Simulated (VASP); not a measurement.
# MgS (Fm-3m) in VASP: notebook

MgS is run at these levels: PBE; tasks: single point.

Program: VASP 6.6.1. These are calculated values, not measurements. Logs are shortened: lines on timing, memory, paths and dates and some standing lists are left out, and cuts for length are marked.

**1. The cell of the first run**

Symmetry: Fm-3m, No. 225, cubic system. Conventional cell: a = 5.068 Å, b = 5.068 Å, c = 5.068 Å, α = 90.00°, β = 90.00°, γ = 90.00°. Within 3.3 Å of Mg (site symmetry m-3m) lie 6 S at 2.53 Å. Within 3.3 Å of S (site symmetry m-3m) lie 6 Mg at 2.53 Å.

**2. Single point, PBE**

Input file INCAR:

```
SYSTEM = MgS
  ALGO = Normal
  EDIFF = 1E-6
  ENCUT = 500
  GGA = PE
  GGA_COMPAT = .FALSE.
  ISIF = 2
  ISMEAR = 0
  ISYM = -1
  LASPH = .TRUE.
  LCHARG = .FALSE.
  LREAL = .FALSE.
  LWAVE = .FALSE.
  NBANDS = 11
  NELM = 120
  PREC = Accurate
  SIGMA = 0.02
```

Input file KPOINTS:

```
explicit points
256
Reciprocal
  0.06250000   0.06250000   0.06250000 2
  0.06250000   0.06250000   0.18750000 2
  0.06250000   0.06250000   0.31250000 2
  0.06250000   0.06250000   0.43750000 2
  0.06250000   0.06250000   0.56250000 2
  0.06250000   0.06250000   0.68750000 2
[... 248 lines left out ...]
  0.43750000   0.93750000   0.81250000 2
  0.43750000   0.93750000   0.93750000 2
```

Input file POSCAR:

```
MgS
1.0
    0.0000000000      2.5339333257      2.5339333257
    2.5339333257      0.0000000000      2.5339333257
    2.5339333257      2.5339333257      0.0000000000
Mg S
1 1
Direct
    0.0000000000      0.0000000000      0.0000000000
    0.5000000000      0.5000000000      0.5000000000
```

Potentials or basis: VASP PAW PBE potentials, release 64 (Mg, S).

Run with:

```
> cat potpaw_PBE.64/Mg/POTCAR potpaw_PBE.64/S/POTCAR > POTCAR
> mpirun -np 1 vasp_std > vasp.out
```

OUTCAR:

```text
SYSTEM = MgS
   EDIFF = 1E-6
   ENCUT = 500
   GGA = PE
   ISIF = 2
   ISMEAR = 0
   ISYM = -1
   LASPH = .TRUE.
   LREAL = .FALSE.
   NELM = 120
   PREC = Accurate

 ion  position               nearest neighbor table
   1  0.000  0.000  0.000-   2 2.53   2 2.53   2 2.53   2 2.53   2 2.53   2 2.53
   2  0.500  0.500  0.500-   1 2.53   1 2.53   1 2.53   1 2.53   1 2.53   1 2.53

IMPORTANT INFORMATION: All symmetrisations will be switched off!
NOSYMM: (Re-)initialisation of all symmetry stuff for point group C_1.

----------------------------------------------------------------------------------------

                                     Primitive cell

  volume of cell :      32.5398

  direct lattice vectors                    reciprocal lattice vectors
     0.000000000  2.533933326  2.533933326    -0.197321688  0.197321688  0.197321688
     2.533933326  0.000000000  2.533933326     0.197321688 -0.197321688  0.197321688
     2.533933326  2.533933326  0.000000000     0.197321688  0.197321688 -0.197321688

  length of vectors
     3.583522875  3.583522875  3.583522875     0.341771188  0.341771188  0.341771188

  position of ions in fractional coordinates (direct lattice)
     0.000000000  0.000000000  0.000000000
     0.500000000  0.500000000  0.500000000

  ion indices of the primitive-cell ions
   primitive index   ion index
                 1           1
                 2           2

----------------------------------------------------------------------------------------

 KPOINTS: explicit points

Read explicit list of k-points.

 Found    256 k-points:

 Following reciprocal coordinates:
            Coordinates               Weight
  0.062500  0.062500  0.062500      0.003906
  0.062500  0.062500  0.187500      0.003906
  0.062500  0.062500  0.312500      0.003906
  0.062500  0.062500  0.437500      0.003906
  0.062500  0.062500  0.562500      0.003906
  0.062500  0.062500  0.687500      0.003906
[... 16 lines left out ...]
  0.062500  0.312500  0.812500      0.003906
  0.062500  0.312500  0.937500      0.003906
 [... further k-points ...]
   k-points           NKPTS =    256   k-points in BZ     NKDIM =    256   number of bands    NBANDS=     11
   number of dos      NEDOS =    301   number of ions     NIONS =      2
   total plane-waves  NPLWV =  21952
   dimension x,y,z NGX =    28 NGY =   28 NGZ =   28
   dimension x,y,z NGXF=    56 NGYF=   56 NGZF=   56
   ions per type =               1   1
   NGX,Y,Z   is equivalent  to a cutoff of  12.99, 12.99, 12.99 a.u.
   NGXF,Y,Z  is equivalent  to a cutoff of  25.98, 25.98, 25.98 a.u.
 SYSTEM =  MgS
   PREC   = accura    normal or accurate (medium, high low for compatibility)
   ISTART =      0    job   : 0-new  1-cont  2-samecut
   ICHARG =      2    charge: 1-file 2-atom 10-const
   ISPIN  =      1    spin polarized calculation?
   LNONCOLLINEAR =      F non collinear calculations
   LSORBIT =      F    spin-orbit coupling
   LASPH  =      T    aspherical Exc in radial PAW
   ENCUT  =  500.0 eV  36.75 Ry    6.06 a.u.   6.53  6.53  6.53*2*pi/ulx,y,z
   NELM   =    120;   NELMIN=  2; NELMDL= -5     # of ELM steps
   EDIFF  = 0.1E-05   stopping-criterion for ELM
   LREAL  =      F    real-space projection
   EDIFFG = 0.1E-04   stopping-criterion for IOM
   NSW    =      0    number of steps for IOM
   IBRION =     -1    ionic relax: 0-MD 1-quasi-New 2-CG
   NFREE  =      0    steps in history (QN), initial steepest desc. (CG)
   ISIF   =      2    stress and relaxation
   ISYM   =     -1    0-nonsym 1-usesym 2-fastsym
   POTIM  = 0.5000    time-step for ionic-motion
   TEBEG  =    0.0;   TEEND  =   0.0 temperature during run
   PSTRESS=    0.0 pullay stress
   NELECT =       8.0000    total number of electrons
   NUPDOWN=      -1.0000    fix difference up-down
   EMIN   =  10.00;   EMAX   =-10.00  energy-range for DOS
   EFERMI =   0.00;   METHOD = LEGACY
   ISMEAR =     0;   SIGMA  =   0.02  broadening in eV -4-tet -1-fermi 0-gaus
   EFERMI_NEDOS =   21; number of points for ismear=-14 and -15
   IALGO  =     38    algorithm
   IMIX   =      4    mixing-type and parameters
     AMIX     =   0.40;   BMIX     =  1.00
     AMIX_MAG =   1.60;   BMIX_MAG =  1.00
  volume/ion in A,a.u.               =      16.27       109.79
  Fermi-wavevector in a.u.,A,eV,Ry     =   1.025572  1.938051 14.310590  1.051799
  Thomas-Fermi vector in A             =   2.159420
   LORBIT       =      0    0 simple, 1 ext, 2 COOP (PROOUT), +10 PAW based schemes
   GGA     = PE    functional components
   LHFCALC =     F    Hartree Fock is set to
   AEXX    =    0.0000 exact exchange contribution
   IVDW    =     0    specifies the selected vdW correction
   LEPSILON=     F    determine dielectric tensor
   LRPA    =     F    only Hartree local field effects (RPA)
 non-spin polarized calculation
 Gauss-broadening in eV      SIGMA  =   0.02
  energy-cutoff  :      500.00
  volume of cell :       32.54
 maximum number of plane-waves:       863
 NGX is ok and might be reduce to    28
   NGX = 13   NGY = 13   NGZ = 13

 number of electron       8.0000000 magnetization

 Free energy of the ion-electron system (eV)
  ---------------------------------------------------
  ext. energy  EPLUGINS =         0.00000000
  ---------------------------------------------------
  free energy    TOTEN  =        -8.43011074 eV

  energy without entropy =       -8.43011074  energy(sigma->0) =       -8.43011074

 E-fermi :   4.5623     XC(G=0): -10.0192

 val. band max:        4.4307760333   @ k =   0.0625   0.0625   0.0625
 cond. band min:       7.5868662604   @ k =   0.0625   0.5625   0.5625
 fundamental gap:      3.1560902271
 Fermi energy:         4.5622841408

 k-point     1 :       0.0625    0.0625    0.0625
  band No.  band energies     occupation
      1      -8.6374      2.00000
      2       4.1372      2.00000
      3       4.4308      2.00000
      4       4.4308      2.00000
      5       9.0898      0.00000
      6      12.2365      0.00000
      7      12.4435      0.00000
      8      12.4435      0.00000
      9      14.6786      0.00000
     10      14.6786      0.00000
     11      17.5316      0.00000

 k-point     2 :       0.0625    0.0625    0.1875
  band No.  band energies     occupation
      1      -8.4134      2.00000
      2       2.9774      2.00000
      3       4.0560      2.00000
      4       4.3743      2.00000
      5       9.9072      0.00000
      6      11.8949      0.00000
      7      12.7159      0.00000
      8      12.8892      0.00000
      9      13.6834      0.00000
     10      14.7443      0.00000
     11      18.0005      0.00000

 k-point     3 :       0.0625    0.0625    0.3125
  band No.  band energies     occupation
      1      -7.9145      2.00000
      2       1.1537      2.00000
      3       3.7256      2.00000
      4       4.1263      2.00000
      5       9.8644      0.00000
      6      12.1889      0.00000
      7      12.1991      0.00000
      8      13.2630      0.00000
      9      14.5873      0.00000
     10      16.1130      0.00000
     11      17.1503      0.00000

 k-point     4 :       0.0625    0.0625    0.4375
  band No.  band energies     occupation
      1      -7.3523      2.00000
      2      -0.2996      2.00000
      3       3.5474      2.00000
      4       3.8624      2.00000
      5       9.4758      0.00000
      6      11.5058      0.00000
      7      11.6636      0.00000
      8      15.1574      0.00000
      9      16.6368      0.00000
     10      16.7506      0.00000
     11      18.4206      0.00000

 k-point     5 :       0.0625    0.0625    0.5625
  band No.  band energies     occupation
      1      -7.1501      2.00000
      2      -0.7361      2.00000
      3       3.5709      2.00000
      4       3.7174      2.00000
      5       9.3578      0.00000
      6      11.2327      0.00000
      7      11.6159      0.00000
      8      15.6487      0.00000
      9      16.7815      0.00000
     10      18.8535      0.00000
     11      19.1563      0.00000
[... 211 lines left out ...]
 k-point    21 :       0.0625    0.3125    0.5625
  band No.  band energies     occupation
      1      -6.8594      2.00000
      2       0.1250      2.00000
      3       1.6394      2.00000
      4       2.9141      2.00000
      5       8.9746      0.00000
      6      11.3528      0.00000
      7      13.3471      0.00000
      8      14.5166      0.00000
      9      17.6046      0.00000
     10      19.2793      0.00000
     11      20.8145      0.00000

 k-point    22 :       0.0625    0.3125    0.6875
  band No.  band energies     occupation
      1      -6.8774      2.00000
      2       0.2543      2.00000
      3       1.2061      2.00000
      4       3.1852      2.00000
      5       9.4988      0.00000
      6      12.2347      0.00000
      7      13.4310      0.00000
      8      13.6463      0.00000
      9      16.7907      0.00000
     10      17.3790      0.00000
     11      21.1744      0.00000

 k-point    23 :       0.0625    0.3125    0.8125
  band No.  band energies     occupation
      1      -7.2375      2.00000
      2       0.3790      2.00000
      3       1.9848      2.00000
      4       3.6129      2.00000
      5      10.4261      0.00000
      6      11.5127      0.00000
      7      12.4974      0.00000
      8      13.4662      0.00000
      9      15.5101      0.00000
     10      19.1976      0.00000
     11      20.0768      0.00000

 k-point    24 :       0.0625    0.3125    0.9375
  band No.  band energies     occupation
      1      -7.6586      2.00000
      2       0.6306      2.00000
      3       3.3513      2.00000
      4       3.9024      2.00000
      5      10.0579      0.00000
      6      11.4597      0.00000
      7      12.4242      0.00000
      8      13.2326      0.00000
      9      15.4164      0.00000
     10      17.3606      0.00000
     11      17.6504      0.00000

 [... further k-points ...]
[... 5 lines left out ...]
  --------------------------------------------------------------------------------------
  -------------------------------------------------------------------------------------
  Total        1.6498868      1.6498879      1.6498871     -0.0008215     -0.0008193     -0.0008214
  in kB       81.2361219     81.2361755     81.2361363     -0.0404485     -0.0403402     -0.0404418
  external PRESSURE =      81.2361446 kB  Pullay stress =       0.0000000 kB

 VOLUME and BASIS-vectors are now :
 -----------------------------------------------------------------------------
  energy-cutoff  :      500.00
  volume of cell :       32.54
      direct lattice vectors                 reciprocal lattice vectors
     0.000000000  2.533933326  2.533933326    -0.197321688  0.197321688  0.197321688
     2.533933326  0.000000000  2.533933326     0.197321688 -0.197321688  0.197321688
     2.533933326  2.533933326  0.000000000     0.197321688  0.197321688 -0.197321688

 POSITION                                       TOTAL-FORCE (eV/Angst)
 -----------------------------------------------------------------------------------
      0.00000      0.00000      0.00000        -0.000000      0.000001      0.000000
      2.53393      2.53393      2.53393         0.000000     -0.000001     -0.000000
 -----------------------------------------------------------------------------------
    total drift:                                0.000001     -0.000003     -0.000001

  FREE ENERGIE OF THE ION-ELECTRON SYSTEM (eV)
  ---------------------------------------------------
  free  energy   TOTEN  =        -8.4301107353 eV

  energy  without entropy=       -8.4301107353  energy(sigma->0) =       -8.43011074
```

Run time: 1.8 min. Hardware: 1 thread of Intel Xeon Platinum 8259CL at 2.50GHz (Skylake/Cascade Lake), shared host; peak memory 0.22 GiB.

Results:

- Free energy: -8.4301 eV
- Pressure: 8.1 GPa
- Band gap on the k mesh: 3.16 eV (least direct gap 4.66 eV)

Caveat: the cell stands under pressure; a shifted mesh leaves out Γ, where band edges can lie. A k mesh can miss the band edges.

(Continued in part 2 of 2.)
